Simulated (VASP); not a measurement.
NaTa3O3:

```
Na Ta O
1.0
     4.40279    0.00000    0.00000
     0.00000    4.40279    0.00000
     0.00000    0.00000    4.40279
Na Ta O
1 3 3
Direct
  0.50000 0.50000 0.50000
  0.00000 0.50000 0.00000
  0.00000 0.00000 0.50000
  0.50000 0.00000 0.00000
  0.50000 0.00000 0.50000
  0.50000 0.50000 0.00000
  0.00000 0.50000 0.50000
```

The cell was built from a structure type or drawn by symmetry, and may not be a known phase.

| Quantity | Value |
| --- | --- |
| Program | VASP 6.6.1 |
| Task | relaxation of cell and atoms |
| Functional | PBE |
| Potentials or basis | VASP PAW PBE potentials, release 64 (Na_pv, Ta_pv, O) |
| Cutoff | 600 eV |
| k mesh | 4 × 4 × 4 |
| Occupations | gaussian, width 0.2 eV |
| Spin | no spin polarisation |

At the start: pressure -5.0 GPa; volume 12.19 Å³/atom.

Q: Where does the relaxation end?

A: Over 3 steps the energy falls by 4.5 meV/atom and the volume is 11.91 Å³/atom (-2.3 %); space group Pm-3m (No. 221, to 0.1 Å) before and after.

Step by step:
| step | energy change (eV) | largest force (eV/Å) | pressure (GPa) | volume (Å³) |
| --- | --- | --- | --- | --- |
| 1 | 0.0000 | 0.0000 | -4.97 | 85.35 |
| 2 | 0.0273 | 0.0000 | 7.53 | 80.76 |
| 3 | -0.0317 | 0.0000 | -0.03 | 83.36 |

Final structure:
```yaml
crystal:
  lattice:
    - [4.36840, 0.00000, 0.00000]
    - [0.00000, 4.36840, 0.00000]
    - [0.00000, 0.00000, 4.36840]
  atoms:
    - { symbol: Na, position: [0.50000, 0.50000, 0.50000] }
    - { symbol: Ta, position: [0.00000, 0.50000, 0.00000] }
    - { symbol: Ta, position: [0.00000, 0.00000, 0.50000] }
    - { symbol: Ta, position: [0.50000, 0.00000, 0.00000] }
    - { symbol: O, position: [0.50000, 0.00000, 0.50000] }
    - { symbol: O, position: [0.50000, 0.50000, 0.00000] }
    - { symbol: O, position: [0.00000, 0.50000, 0.50000] }
```
